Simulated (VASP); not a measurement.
The system is CdSe.

```xyz
2
Lattice="0.0000 3.0076 3.0076 3.0076 0.0000 3.0076 3.0076 3.0076 0.0000" Properties=species:S:1:pos:R:3 pbc="T T T"
Cd    0.0000    0.0000    0.0000
Se    1.5038    1.5038    1.5038
```

Base run:

| Quantity | Value |
| --- | --- |
| Program | VASP 6.6.1 |
| Functional | revPBE |
| Dispersion | D3(BJ) |
| Potentials or basis | VASP PAW PBE potentials, release 64 (Cd, Se) |
| Cutoff | 520 eV |
| k mesh | 8 × 8 × 8 |
| Occupations | fermi-dirac, width 0.05 eV |
| Spin | no spin polarisation |

Its results: band gap on the k mesh 0.81 eV, direct; pressure 2.4 GPa.

Q: The run is repeated on the same cell with these changes: functional from revPBE to PBE. What comes out?

A: Band gap on the k mesh 0.68 eV, direct; pressure 3.1 GPa.

Caveats: the PAW data sets were made with another functional, which shifts forces and pressure a little (some runs).

